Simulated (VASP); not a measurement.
Pd, 1 atom in the cell. Symmetry: Fm-3m, No. 225, cubic system. The conventional cell has a = 3.941 Å, b = 3.941 Å, c = 3.941 Å, α = 90.00°, β = 90.00°, γ = 90.00°. Within 3.7 Å of Pd (site symmetry m-3m) lie 12 Pd at 2.79 Å. 

| Property | Result |
| --- | --- |
| Program | VASP 6.6.1 |
| Task | single point |
| Functional | PBE |
| Potentials or basis | VASP PAW PBE potentials, release 64 (Pd) |
| Cutoff | 500 eV |
| k mesh | 4 × 4 × 4 |
| Occupations | fermi-dirac, width 0.1 eV |
| Spin | no spin polarisation |
| Dipole correction | no |
| Further INCAR settings | ALGO = Normal; EDIFF = 1e-06; NBANDS = 11 |

Potentials or basis: VASP PAW PBE potentials, release 64 (Pd).

The run is started by

```sh
$ cat potpaw_PBE.64/Pd/POTCAR > POTCAR
$ mpirun -np 1 vasp_std > vasp.out
```

Hardware: 1 thread of AMD EPYC 7R13 Processor (Zen 3), with other jobs on the host.

Question: How long does it take, and how much memory?

Answer: Run time: 2.7 s on 1 thread of AMD EPYC 7R13 Processor (Zen 3), with other jobs on the host, peak memory 0.09 GiB. Counts: scf iterations 11, k points 8.
